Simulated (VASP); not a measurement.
HfB5: relaxation of cell and atoms with PBE

Crystal: HfB5.

```
CELL_PARAMETERS angstrom
0.00000 2.96703 2.96703
2.96703 0.00000 2.96703
2.96703 2.96703 0.00000
ATOMIC_POSITIONS crystal
Hf 0.00000 0.00000 0.00000
B 0.25000 0.25000 0.25000
B 0.60911 0.60911 0.60911
B 0.17266 0.60911 0.60911
B 0.60911 0.60911 0.17266
B 0.60911 0.17266 0.60911
```

```json
{
  "Program": "VASP 6.6.1",
  "Task": "relaxation of cell and atoms",
  "Functional": "PBE",
  "Potentials or basis": "VASP PAW PBE potentials, release 64 (Hf_pv, B)",
  "Cutoff": "600 eV",
  "k mesh": "12 × 12 × 12",
  "Occupations": "gaussian, width 0.1 eV",
  "Spin": "no spin polarisation",
  "Dipole correction": "no",
  "Further INCAR settings": "ALGO = Normal; EDIFF = 1e-06; IBRION = 2; EDIFFG = -0.01; NSW = 100; ISIF = 3"
}
```

The relaxed volume is 8.73 Å³/atom and the relaxed cell is a = 4.201 Å, b = 4.201 Å, c = 4.201 Å, α = 60.00°, β = 60.00°, γ = 60.00°. The space group after relaxing (to 0.05 Å) is F-43m (No. 216), the energy gained by relaxing is 0.1 meV/atom and the ionic steps are 5. The pressure after relaxing is 0.0 GPa.

Step by step:
| step | energy change (eV) | largest force (eV/Å) | pressure (GPa) | volume (Å³) |
| --- | --- | --- | --- | --- |
| 1 | 0.0000 | 0.0513 | 0.36 | 52.24 |
| 2 | -0.0005 | 0.0283 | -0.04 | 52.39 |
| 3 | -0.0006 | 0.0178 | -0.20 | 52.45 |
| 4 | -0.0006 | 0.0138 | 0.11 | 52.39 |
| 5 | -0.0006 | 0.0007 | 0.00 | 52.41 |

Final structure:
```yaml
crystal:
  lattice:
    - [0.00000, 2.97026, 2.97026]
    - [2.97026, 0.00000, 2.97026]
    - [2.97026, 2.97026, 0.00000]
  atoms:
    - { symbol: Hf, position: [0.00000, 0.00000, 0.00000] }
    - { symbol: B, position: [0.25000, 0.25000, 0.25000] }
    - { symbol: B, position: [0.60868, 0.60868, 0.60868] }
    - { symbol: B, position: [0.17395, 0.60868, 0.60868] }
    - { symbol: B, position: [0.60868, 0.60868, 0.17395] }
    - { symbol: B, position: [0.60868, 0.17395, 0.60868] }
```

Levels at points of the mesh, in eV from the Fermi level:
```csv
k point,band 11,band 12,band 13,band 14,band 15,band 16
"(0.00, 0.00, 0.00)",-2.65,-2.64,-2.64,-2.64,3.39,3.39
"(0.50, 0.00, 0.00)",-1.74,-0.32,-0.32,1.79,3.02,3.02
"(0.50, 0.50, 0.00)",0.20,1.13,1.13,1.43,3.10,3.10
```

It took 74 s on 1 thread of Intel(R) Xeon(R) 6975P-C (Granite Rapids) (shared host), peak memory 0.25 GiB.

Caveat: spin-orbit coupling is left out, which moves the levels of the heavy elements.
